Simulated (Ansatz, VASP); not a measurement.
## Two plane-wave programs on SnO2

```
CELL_PARAMETERS angstrom
1.60375 -2.77777 0.00002
3.20749 -0.00001 0.00004
1.60385 -0.92592 8.17204
ATOMIC_POSITIONS crystal
Sn 0.74999 0.75000 0.75000
Sn 0.24999 0.25000 0.25000
O 0.87744 0.87743 0.36770
O 0.37744 0.37743 0.86770
O 0.62257 0.62256 0.13230
O 0.12257 0.12256 0.63230
```

Change from the starting cell: all O atoms moved 0.8 Å in one direction; relaxed back.

Alike in both runs: functional LDA; k mesh 12 × 12 × 8; occupations gaussian, width 0.05 eV; no spin polarisation.

Ansatz relaxed the structure, and its values are those at the end. VASP's run is a single point on that final structure, the one shown.

|  | VASP | Ansatz |
| --- | --- | --- |
| version | VASP 6.6.1 | Ansatz 0.2.0 |
| potentials or method | VASP PAW LDA potentials, release 64 (Sn_d, O), cutoff 600 eV | scalar-relativistic, plane waves, PAW |
| valence electrons in the cell | 52 | 52 |

Ansatz gave:

* gap on the k mesh at the Fermi level (eV): 1.56
* least direct gap on the mesh (eV): 1.56
* pressure (GPa): 0.0
* rms of the force components (eV/Å): 0.000

Estimate VASP's values.

gap on the k mesh at the Fermi level (eV): 1.57; least direct gap on the mesh (eV): 1.57; pressure (GPa): 0.8; rms of the force components (eV/Å): 0.029.

LDA's correlation is that of Perdew and Zunger in VASP and of Perdew and Wang (1992) in Ansatz.
